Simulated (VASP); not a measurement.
Crystal: ZnSn4N.

```
CELL_PARAMETERS angstrom
0.00000 4.21883 4.21883
4.21883 0.00000 4.21883
4.21883 4.21883 0.00000
ATOMIC_POSITIONS crystal
Zn 0.50000 0.50000 0.50000
Sn 0.62482 0.12506 0.12506
Sn 0.12506 0.62482 0.12506
Sn 0.12506 0.12506 0.62482
Sn 0.12506 0.12506 0.12506
N 0.75000 0.75000 0.75000
```

The cell was generated, and may not be a known phase.

| Quantity | Value |
| --- | --- |
| Program | VASP 6.6.1 |
| Task | relaxation of cell and atoms |
| Functional | PBE |
| Potentials or basis | VASP PAW PBE potentials, release 64 (Zn, Sn_d, N) |
| Cutoff | 600 eV |
| k mesh | 8 × 8 × 8 |
| Occupations | gaussian, width 0.1 eV |
| Spin | no spin polarisation |

At the start: pressure 1.8 GPa; volume 25.03 Å³/atom.

Question: Where does the relaxation end?

Answer: Over 4 steps the energy falls by 5.5 meV/atom and the volume is 26.02 Å³/atom (+4.0 %); space group F-43m (No. 216, to 0.1 Å) before and after.

Step by step:
| step | energy change (eV) | largest force (eV/Å) | pressure (GPa) | volume (Å³) |
| --- | --- | --- | --- | --- |
| 1 | 0.0000 | 0.0942 | 1.78 | 150.18 |
| 2 | -0.0327 | 0.0240 | -0.04 | 156.29 |
| 3 | -0.0327 | 0.0201 | 0.06 | 156.10 |
| 4 | -0.0327 | 0.0041 | 0.00 | 156.15 |

Final structure:
```
Zn Sn N
1.0
     0.00000    4.27400    4.27400
     4.27400    0.00000    4.27400
     4.27400    4.27400    0.00000
Zn Sn N
1 4 1
Direct
  0.50000 0.50000 0.50000
  0.62551 0.12483 0.12483
  0.12483 0.62551 0.12483
  0.12483 0.12483 0.62551
  0.12483 0.12483 0.12483
  0.75000 0.75000 0.75000
```
